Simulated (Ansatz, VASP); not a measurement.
**One calculation of Mo, two programs**

INCAR

```
SYSTEM = Mo
ALGO = Fast
EDIFF = 1E-6
ENCUT = 520
GGA = PS
ISIF = 2
ISMEAR = 0
LASPH = .TRUE.
LCHARG = .FALSE.
LREAL = .FALSE.
LWAVE = .FALSE.
NBANDS = 13
NELM = 100
PREC = Accurate
SIGMA = 0.15
```

Contents of KPOINTS:

```
k-points
0
G
  24 24 20
  0 0 0
```

The input POSCAR:

```
Mo
1.0
    2.7355103972      0.0000000000      0.0000000000
   -1.3677551986      2.3690214963      0.0000000000
    0.0000000000      0.0000000000      2.5551807000
Mo
1
Direct
    0.0000000000      0.0000000000      0.5000000000
```

Input for Ansatz:

```yaml
crystal:
  lattice:
    - [2.7355103972, 0.0, 0.0]
    - [-1.3677551986, 2.3690214963, 0.0]
    - [0.0, 0.0, 2.5551807]
  atoms:
    - { symbol: Mo, position: [0.0, 0.0, 0.5] }
basis:
  ecutwfc: 420
kpoints:
  mp_grid: { grid: [24, 24, 20] }
hamiltonian:
  xc: pbesol
scf:
  occupations: { method: gaussian, width: 0.15 }
output:
  forces: true
  stress: true
  eigenvalues: true
```

Alike in both runs: task single point; functional PBEsol; k mesh 24 × 24 × 20; occupations gaussian, width 0.15 eV; no spin polarisation.

|  | VASP | Ansatz |
| --- | --- | --- |
| version | VASP 6.6.1 | Ansatz 0.2.0 |
| potentials or method | VASP PAW PBE potentials, release 64 (Mo_sv), cutoff 520 eV | scalar-relativistic, plane waves, PAW |
| valence electrons in the cell | 14 | 14 |

|  | VASP | Ansatz | Ansatz less VASP |
| --- | --- | --- | --- |
| gap on the k mesh at the Fermi level (eV) | none | none | - |
| pressure (GPa) | -3.6 | -4.1 | -0.53 |
| traceless stress, the component that is largest in VASP (GPa) | -6.07 | -6.17 | -0.101 |

VASP's potentials were made for PBE, not for PBEsol. A gap of «none» marks a metal or a gap that the smearing closes.
